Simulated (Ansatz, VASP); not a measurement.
# Cu: VASP beside Ansatz

```
Cu
1.0
     2.48749    0.00000    0.00000
     0.00000    2.48749    0.00000
     0.00000    0.00000   21.27680
Cu
4
Direct
  0.25000 0.25000 0.37795
  0.75000 0.75000 0.45830
  0.25000 0.25000 0.54170
  0.75000 0.75000 0.62205
```

Alike in both runs: functional LDA; k mesh 15 × 15 × 1; occupations fermi-dirac, width 0.08 eV; no spin polarisation.

Ansatz relaxed the structure, and its values are those at the end. VASP's run is a single point on that final structure, the one shown.

|  | VASP | Ansatz |
| --- | --- | --- |
| version | VASP 6.6.1 | Ansatz 0.2.0 |
| potentials or method | VASP PAW LDA potentials, release 64 (Cu), cutoff 520 eV | all-electron LAPW, scalar-relativistic |

Ansatz gave:

```
rms of the force components (eV/Å) : 0.000
```

Q: What did VASP give for the same quantities?

A: rms of the force components (eV/Å): 0.016.

LDA's correlation is that of Perdew and Zunger in VASP and of Perdew and Wang (1992) in Ansatz. Ansatz ran all-electron here, and VASP with PAW potentials.
